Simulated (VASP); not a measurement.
# AlRu (Pm-3m) in VASP: notebook

Runs on AlRu. Level: PBEsol. Tasks: single point, relaxation of cell and atoms.

All numbers are computed with VASP 6.6.1; they aren't measurements. Logs are shortened: lines on timing, memory, paths and dates and some standing lists are left out, and cuts for length are marked.

### 1 The cell of the first run

It takes space group Pm-3m (No. 221, cubic). The conventional cell has a = 2.977 Å, b = 2.977 Å, c = 2.977 Å, α = 90.00°, β = 90.00°, γ = 90.00°. Al (site symmetry m-3m) has 8 Ru at 2.58 Å and 6 Al at 2.98 Å within 3.4 Å. Within 3.4 Å of Ru (site symmetry m-3m) lie 8 Al at 2.58 Å and 6 Ru at 2.98 Å.

### 2 Single point, PBEsol

INCAR

```
ALGO     = Normal         # electronic algorithm
EDIFF    = 1E-7           # SCF threshold, eV
ENCUT    = 520            # plane-wave cutoff, eV
GGA      = PS             # functional
ISIF     = 2              # what is computed and relaxed
ISMEAR   = -1             # smearing method
LASPH    = True           # aspherical terms in the spheres
LCHARG   = True           # write CHGCAR
LELF     = True           # ELF
LREAL    = False          # projectors in reciprocal space
LVHAR    = True         
LWAVE    = False          # write WAVECAR
NBANDS   = 16             # bands
NELM     = 100            # most SCF steps
PREC     = Accurate       # precision mode
SIGMA    = 0.05           # smearing width, eV
```

KPOINTS

```
k-points
0
Gamma
  14 14 14
```

POSCAR

```
AlRu
1.0
    2.9765098736      0.0000000000      0.0000000000
    0.0000000000      2.9765098736      0.0000000000
    0.0000000000      0.0000000000      2.9765098736
Al Ru
1 1
Direct
    0.0000000000      0.0000000000      0.0000000000
    0.5000000000      0.5000000000      0.5000000000
```

Potentials or basis: VASP PAW PBE potentials, release 64 (Al, Ru_pv).

Started as:

```sh
> cat potpaw_PBE.64/Al/POTCAR potpaw_PBE.64/Ru_pv/POTCAR > POTCAR
> mpirun -np 1 vasp_std > vasp.out
```

OUTCAR:

```text
EDIFF = 1E-7
   ENCUT = 520
   GGA = PS
   ISIF = 2
   ISMEAR = -1
   LASPH = True
   LREAL = False
   NELM = 100
   PREC = Accurate

 ion  position               nearest neighbor table
   1  0.000  0.000  0.000-   2 2.58   2 2.58   2 2.58   2 2.58   2 2.58   2 2.58   2 2.58   2 2.58

   2  0.500  0.500  0.500-   1 2.58   1 2.58   1 2.58   1 2.58   1 2.58   1 2.58   1 2.58   1 2.58

  LATTYP: Found a simple cubic cell.
 ALAT       =     2.9765098736

  Lattice vectors:

 A1 = (   2.9765098736,   0.0000000000,   0.0000000000)
 A2 = (   0.0000000000,   2.9765098736,   0.0000000000)
 A3 = (   0.0000000000,   0.0000000000,   2.9765098736)

Analysis of symmetry for initial positions (statically):
=====================================================================
 Subroutine PRICEL returns:
 Original cell was already a primitive cell.

 Routine SETGRP: Setting up the symmetry group for a
 simple cubic supercell.

 Subroutine GETGRP returns: Found 48 space group operations
 (whereof 48 operations were pure point group operations)
 out of a pool of 48 trial point group operations.

The static configuration has the point symmetry O_h .

Analysis of symmetry for dynamics (positions and initial velocities):
=====================================================================
 Subroutine PRICEL returns:
 Original cell was already a primitive cell.

 Routine SETGRP: Setting up the symmetry group for a
 simple cubic supercell.

 Subroutine GETGRP returns: Found 48 space group operations
 (whereof 48 operations were pure point group operations)
 out of a pool of 48 trial point group operations.

The dynamic configuration has the point symmetry O_h .

 Subroutine INISYM returns: Found 48 space group operations
 (whereof 48 operations are pure point group operations),
 and found     1 'primitive' translations

----------------------------------------------------------------------------------------

                                     Primitive cell

  volume of cell :      26.3707

  direct lattice vectors                    reciprocal lattice vectors
     2.976509874  0.000000000  0.000000000     0.335963945  0.000000000  0.000000000
     0.000000000  2.976509874  0.000000000     0.000000000  0.335963945  0.000000000
     0.000000000  0.000000000  2.976509874     0.000000000  0.000000000  0.335963945

  length of vectors
     2.976509874  2.976509874  2.976509874     0.335963945  0.335963945  0.335963945

  position of ions in fractional coordinates (direct lattice)
     0.000000000  0.000000000  0.000000000
     0.500000000  0.500000000  0.500000000

  ion indices of the primitive-cell ions
   primitive index   ion index
                 1           1
                 2           2

----------------------------------------------------------------------------------------

 KPOINTS: k-points

Automatic generation of k-mesh.
 Grid dimensions read from file:
 generate k-points for:   14   14   14

 Generating k-lattice:

  Cartesian coordinates                     Fractional coordinates (reciprocal lattice)
     0.023997425  0.000000000  0.000000000     0.071428571  0.000000000  0.000000000
     0.000000000  0.023997425  0.000000000     0.000000000  0.071428571  0.000000000
     0.000000000  0.000000000  0.023997425     0.000000000  0.000000000  0.071428571

  Length of vectors
     0.023997425  0.023997425  0.023997425

  Shift w.r.t. Gamma in fractional coordinates (k-lattice)
     0.000000000  0.000000000  0.000000000

 Subroutine IBZKPT returns following result:
 ===========================================

 Found    120 irreducible k-points:

 Following reciprocal coordinates:
            Coordinates               Weight
  0.000000  0.000000  0.000000      1.000000
  0.071429  0.000000  0.000000      6.000000
  0.142857  0.000000  0.000000      6.000000
  0.214286  0.000000  0.000000      6.000000
  0.285714  0.000000  0.000000      6.000000
  0.357143  0.000000  0.000000      6.000000
[... 16 lines left out ...]
  0.285714  0.214286  0.000000     24.000000
  0.357143  0.214286  0.000000     24.000000
 [... further k-points ...]
   k-points           NKPTS =    120   k-points in BZ     NKDIM =    120   number of bands    NBANDS=     16
   number of dos      NEDOS =    301   number of ions     NIONS =      2
   total plane-waves  NPLWV =  13824
   dimension x,y,z NGX =    24 NGY =   24 NGZ =   24
   dimension x,y,z NGXF=    48 NGYF=   48 NGZF=   48
   ions per type =               1   1
   NGX,Y,Z   is equivalent  to a cutoff of  13.40, 13.40, 13.40 a.u.
   NGXF,Y,Z  is equivalent  to a cutoff of  26.81, 26.81, 26.81 a.u.
 SYSTEM =  unknown system
   PREC   = accura    normal or accurate (medium, high low for compatibility)
   ISTART =      0    job   : 0-new  1-cont  2-samecut
   ICHARG =      2    charge: 1-file 2-atom 10-const
   ISPIN  =      1    spin polarized calculation?
   LNONCOLLINEAR =      F non collinear calculations
[... 108 lines left out ...]
  band No.  band energies     occupation
      1     -31.0393      2.00000
      2     -30.8904      2.00000
      3     -30.8904      2.00000
      4       2.5414      2.00000
      5       7.1490      2.00000
      6       7.6089      2.00000
[... 8 lines left out ...]
     15      23.9073      0.00000
     16      26.7851      0.00000

 k-point     6 :       0.3571    0.0000    0.0000
  band No.  band energies     occupation
      1     -31.0837      2.00000
      2     -30.8866      2.00000
      3     -30.8866      2.00000
      4       3.3056      2.00000
      5       6.7060      2.00000
      6       7.7828      2.00000
[... 8 lines left out ...]
     15      24.1183      0.00000
     16      25.5156      0.00000

 k-point     7 :       0.4286    0.0000    0.0000
  band No.  band energies     occupation
      1     -31.1142      2.00000
      2     -30.8840      2.00000
      3     -30.8840      2.00000
      4       4.1574      2.00000
      5       5.9948      2.00000
      6       7.9104      2.00000
[... 8 lines left out ...]
     15      24.2045      0.00000
     16      24.3798      0.00000

 k-point     8 :       0.5000    0.0000    0.0000
  band No.  band energies     occupation
      1     -31.1251      2.00000
      2     -30.8831      2.00000
      3     -30.8831      2.00000
      4       4.8750      2.00000
      5       5.3109      2.00000
      6       7.9575      2.00000
[... 8 lines left out ...]
     15      23.7677      0.00000
     16      23.7677      0.00000

 k-point     9 :       0.0714    0.0714    0.0000
  band No.  band energies     occupation
      1     -30.9129      2.00000
      2     -30.9118      2.00000
      3     -30.9002      2.00000
      4       1.2373      2.00000
      5       7.2086      2.00000
      6       7.2148      2.00000
[... 8 lines left out ...]
     15      22.8119      0.00000
     16      26.7683      0.00000
[... 172 lines left out ...]
 k-point    19 :       0.3571    0.1429    0.0000
  band No.  band energies     occupation
      1     -31.0787      2.00000
      2     -30.9277      2.00000
      3     -30.8830      2.00000
      4       3.6033      2.00000
      5       6.7751      2.00000
      6       7.9633      2.00000
[... 8 lines left out ...]
     15      24.0880      0.00000
     16      25.3357      0.00000

 k-point    20 :       0.4286    0.1429    0.0000
  band No.  band energies     occupation
      1     -31.1090      2.00000
      2     -30.9248      2.00000
      3     -30.8803      2.00000
      4       4.4115      2.00000
      5       6.0732      2.00000
      6       8.1150      2.00000
[... 8 lines left out ...]
     15      22.9344      0.00000
     16      24.1964      0.00000

 k-point    21 :       0.5000    0.1429    0.0000
  band No.  band energies     occupation
      1     -31.1198      2.00000
      2     -30.9237      2.00000
      3     -30.8794      2.00000
      4       5.2133      2.00000
      5       5.2994      2.00000
      6       8.1769      2.00000
[... 8 lines left out ...]
     15      22.8633      0.00000
     16      23.3077      0.00000

 k-point    22 :       0.2143    0.2143    0.0000
  band No.  band energies     occupation
      1     -30.9833      2.00000
      2     -30.9782      2.00000
      3     -30.8872      2.00000
      4       2.7019      2.00000
      5       7.4302      2.00000
      6       7.7975      2.00000
[... 8 lines left out ...]
     15      25.5111      0.00000
     16      25.7639      0.00000

 k-point    23 :       0.2857    0.2143    0.0000
  band No.  band energies     occupation
      1     -31.0297      2.00000
      2     -30.9756      2.00000
      3     -30.8830      2.00000
      4       3.2657      2.00000
      5       7.2487      2.00000
      6       8.0022      2.00000
[... 8 lines left out ...]
     15      24.6445      0.00000
     16      26.2339      0.00000

 k-point    24 :       0.3571    0.2143    0.0000
  band No.  band energies     occupation
      1     -31.0733      2.00000
      2     -30.9711      2.00000
      3     -30.8791      2.00000
      4       3.9240      2.00000
      5       6.8126      2.00000
      6       8.1956      2.00000
[... 8 lines left out ...]
     15      23.5142      0.00000
     16      25.2793      0.00000

 [... further k-points ...]
[... 5 lines left out ...]
  --------------------------------------------------------------------------------------
  -------------------------------------------------------------------------------------
  Total        0.0076153      0.0076153      0.0076153     -0.0000000     -0.0000000      0.0000000
  in kB        0.4626752      0.4626752      0.4626752     -0.0000000     -0.0000000      0.0000000
  external PRESSURE =       0.4626752 kB  Pullay stress =       0.0000000 kB

 VOLUME and BASIS-vectors are now :
 -----------------------------------------------------------------------------
  energy-cutoff  :      520.00
  volume of cell :       26.37
      direct lattice vectors                 reciprocal lattice vectors
     2.976509874  0.000000000  0.000000000     0.335963945  0.000000000  0.000000000
     0.000000000  2.976509874  0.000000000     0.000000000  0.335963945  0.000000000
     0.000000000  0.000000000  2.976509874     0.000000000  0.000000000  0.335963945

 POSITION                                       TOTAL-FORCE (eV/Angst)
 -----------------------------------------------------------------------------------
      0.00000      0.00000      0.00000         0.000000      0.000000      0.000000
      1.48825      1.48825      1.48825         0.000000      0.000000      0.000000
 -----------------------------------------------------------------------------------
    total drift:                                0.000000     -0.000000     -0.000000

  FREE ENERGIE OF THE ION-ELECTRON SYSTEM (eV)
  ---------------------------------------------------
  free  energy   TOTEN  =       -15.5214438997 eV

  energy  without entropy=      -15.5067414973  energy(sigma->0) =      -15.51409270
```

Run time: 29 s. Hardware: 1 thread of Intel Xeon 6975P-C (Granite Rapids), shared host; peak memory 0.17 GiB.

What came out:

* Free energy: -15.5214 eV
* Pressure: 0.0 GPa
* Band gap on the k mesh: zero (an odd number of electrons rules out a gap without spin polarisation)

Caveat: the PAW data sets were made with another functional, which shifts forces and pressure a little.

### 3 Single point, PBEsol

INCAR

```
SYSTEM = AlRu
PREC     = Accurate       ! precision mode
ENCUT    = 520            ! plane-wave cutoff, eV
EDIFF    = 1E-6           ! SCF threshold, eV
ISMEAR   = -1             ! smearing method
SIGMA    = 0.05           ! smearing width, eV
LREAL    = .FALSE.        ! projectors in reciprocal space
LASPH    = .TRUE.         ! aspherical terms in the spheres
NELM     = 60             ! most SCF steps
ALGO     = Normal         ! electronic algorithm
ISIF     = 2              ! what is computed and relaxed
LWAVE    = .FALSE.        ! write WAVECAR
LCHARG   = .FALSE.        ! write CHGCAR
GGA      = PS             ! functional
NBANDS   = 16             ! bands
```

KPOINTS

```
Automatic mesh
0
G
  14 14 14
  0 0 0
```

POSCAR is that of step 2.

Potentials or basis: VASP PAW PBE potentials, release 64 (Al, Ru_pv).

Started as:

```sh
> cat potpaw_PBE.64/Al/POTCAR potpaw_PBE.64/Ru_pv/POTCAR > POTCAR
> mpirun -np 1 vasp_std > vasp.out
```

It took 22 s on 1 thread of Intel Xeon 6975P-C (Granite Rapids), shared host; peak memory 0.17 GiB.

The run converged. Its results:

| Item | Value |
| --- | --- |
| Free energy | -15.5214 eV |
| Pressure | 0.0 GPa |
| Band gap on the k mesh | zero (an odd number of electrons rules out a gap without spin polarisation) |

Levels at points of the mesh, in eV from the Fermi level:
```tsv
k point	band 6	band 7	band 8	band 9	band 10	band 11	band 12	band 13
(0.00, 0.00, 0.00)	-3.67	0.20	0.20	0.20	6.14	6.14	6.14	11.09
(0.50, 0.00, 0.00)	-2.85	-1.63	-1.63	0.46	2.34	7.44	11.08	11.08
(0.50, 0.50, 0.00)	-1.38	-1.38	-1.19	-1.19	1.57	5.38	6.44	10.72
(0.50, 0.50, 0.50)	-4.72	1.67	1.67	2.69	4.14	4.14	4.14	8.72
```

Caveat: the PAW data sets were made with another functional, which shifts forces and pressure a little.

### 4 Relaxation of cell and atoms, PBEsol

This run uses another cell than the first one, of 13.39 Å³/atom.

INCAR

```
ALGO = Normal ; EDIFF = 1E-6
EDIFFG = -0.002 ; ENCUT = 600
GGA = PS ; IBRION = 2
ISIF = 3 ; ISMEAR = -1
LASPH = True ; LCHARG = False
LREAL = False ; LWAVE = False
NELM = 100 ; NSW = 100
PREC = Accurate ; SIGMA = 0.05
```

KPOINTS

```
k-points
0
Gamma
  14 14 14
```

POSCAR

```
AlRu
1.0
    2.9916000000      0.0000000000      0.0000000000
    0.0000000000      2.9916000000      0.0000000000
    0.0000000000      0.0000000000      2.9916000000
Al Ru
1 1
Direct
    0.0000000000      0.0000000000      0.0000000000
    0.5000000000      0.5000000000      0.5000000000
```

Started as:

```sh
> cat potpaw_PBE.64/Al/POTCAR potpaw_PBE.64/Ru_pv/POTCAR > POTCAR
> mpirun -np 1 vasp_std > vasp.out
```

Run time: 50 s. Hardware: 1 thread of Intel Xeon 6975P-C (Granite Rapids), shared host; peak memory 0.18 GiB.

It converged, with:

- Free energy: -15.5219 eV
- Relaxed volume: 13.19 Å³/atom
- Relaxed cell: a = 2.977 Å, b = 2.977 Å, c = 2.977 Å, α = 90.00°, β = 90.00°, γ = 90.00°
- Space group after relaxing (to 0.1 Å): Pm-3m (No. 221)
- Energy gained by relaxing: 2.0 meV/atom
- Ionic steps: 3
- Pressure after relaxing: 0.0 GPa
- Band gap on the k mesh: zero (an odd number of electrons rules out a gap without spin polarisation)

Step by step:
| step | energy change (eV) | largest force (eV/Å) | pressure (GPa) | volume (Å³) |
| --- | --- | --- | --- | --- |
| 1 | 0.0000 | 0.0000 | -3.19 | 26.77 |
| 2 | 0.0064 | 0.0000 | 5.54 | 25.75 |
| 3 | -0.0040 | 0.0000 | -0.02 | 26.38 |

Final structure:
```xyz
2
Lattice="2.9767 0.0000 0.0000 0.0000 2.9767 0.0000 0.0000 0.0000 2.9767" Properties=species:S:1:pos:R:3 pbc="T T T"
Al    0.0000    0.0000    0.0000
Ru    1.4884    1.4884    1.4884
```

Levels at points of the mesh, in eV from the Fermi level:
```tsv
k point	band 6	band 7	band 8	band 9	band 10	band 11	band 12
(0.00, 0.00, 0.00)	-3.67	0.20	0.20	0.20	6.14	6.14	6.14
(0.50, 0.00, 0.00)	-2.85	-1.63	-1.63	0.46	2.34	7.44	11.08
(0.50, 0.50, 0.00)	-1.38	-1.38	-1.19	-1.19	1.57	5.38	6.43
(0.50, 0.50, 0.50)	-4.72	1.66	1.66	2.69	4.14	4.14	4.14
```

Caveat: the PAW data sets were made with another functional, which shifts forces and pressure a little.

### 5 Single point, PBEsol, non-collinear spin, zero start, spin-orbit coupling

INCAR

```
SYSTEM = AlRu
PREC = Accurate ; ENCUT = 520
EDIFF = 1E-7 ; ISMEAR = -1
SIGMA = 0.05 ; LREAL = .False.
LASPH = .True. ; NELM = 150
ALGO = Normal ; ISIF = 2
LWAVE = .False. ; LCHARG = .True.
MAGMOM = 0 0 0 0 0 0 ; LORBIT = 11
LSORBIT = .True. ; GGA_COMPAT = .False.
LORBMOM = .True. ; LMAXMIX = 4
GGA = PS ; LVHAR = .True.
NBANDS = 29
```

KPOINTS

```
Automatic mesh
0
Gamma
  14 14 14
  0 0 0
```

POSCAR

```
AlRu
1.0
    2.9765098736      0.0000000000      0.0000000000
    0.0000000000      2.9765098736      0.0000000000
    0.0000000000      0.0000000000      2.9765098736
Al Ru
1 1
Direct
    0.0000000000      0.0000000000      0.0000000000
    0.5000000000      0.5000000000      0.5000000000
```

Started as:

```sh
> cat potpaw_PBE.64/Al/POTCAR potpaw_PBE.64/Ru_pv/POTCAR > POTCAR
> mpirun -np 1 vasp_ncl > vasp.out
```

Wall time 2.1 min (1 thread of Intel Xeon 6975P-C (Granite Rapids), shared host); peak memory 0.28 GiB.

The run converged. Its results:

* Free energy: -15.6549 eV
* Pressure: 0.1 GPa
* Net moment: 0.00 μB per cell
* Valence electrons inside the program's atomic spheres: Al 0.82; Ru 12.82

Moments on the atoms (μB; x, y, z):
```
Al  0.00 0.00 0.00
Ru  0.00 0.00 0.00
```

Caveat: the PAW data sets were made with another functional, which shifts forces and pressure a little.

### 6 Summary

```tsv
task	spin	cell	cutoff (eV)	gap on the mesh (eV)	pressure (GPa)
single point	off	a = 2.977 Å, 2 atoms	520	none	0.0
relaxation of cell and atoms	off	relaxed from a = 2.992 Å, 2 atoms	600	none	0.0
single point	non-collinear, zero start, SOC	a = 2.977 Å, 2 atoms	520	-	0.1
```

Alike in all rows: level PBEsol; potentials or basis VASP PAW PBE potentials, release 64 (Al, Ru_pv); k mesh 14 × 14 × 14; smearing fermi-dirac 0.05 eV.

Caveats: the PAW data sets were made with another functional, which shifts forces and pressure a little.

Total energies depend on the potentials used, so only differences within one code and one set of settings carry meaning.
